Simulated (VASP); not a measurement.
Runs of VASP 6.6.1 on GaSb. The structure is that of space group F-43m (No. 216), or close to it. The cells are those of the table. 

| task | level | cell | k mesh | cutoff (eV) | gap on the mesh (eV) | pressure (GPa) |
| --- | --- | --- | --- | --- | --- | --- |
| single point | PBE | a = 4.336 Å, angles 60.0°, 2 atoms | 8 × 8 × 8 | 520 | none | (a) |
| single point | r2SCAN | a = 4.336 Å, angles 60.0°, 2 atoms | 8 × 8 × 8 | 520 | 0.40 | 0.1 |
| single point | r2SCAN | a = 4.336 Å, angles 60.0°, 2 atoms | 6 × 6 × 6 | 520 | 0.40 | 0.1 |
| relaxation of cell and atoms | r2SCAN | relaxed from a = 4.397 Å, angles 60.0°, 2 atoms | 6 × 6 × 6 | 600 | 0.39 | 0.0 |

Alike in all rows: potentials or basis VASP PAW PBE potentials, release 64 (Ga_d, Sb); no spin polarisation; smearing fermi-dirac 0.02 eV.

Fill in the values left out.

(a) 2.0.

Caveats: spin-orbit coupling is left out, which moves the levels of the heavy elements; the PAW data sets were made with another functional, which shifts forces and pressure a little (some runs).

A k mesh can miss the band edges, and the runs leave out spin-orbit coupling on Ga, Sb.

A gap of «none» marks levels without a gap at the run's occupations.
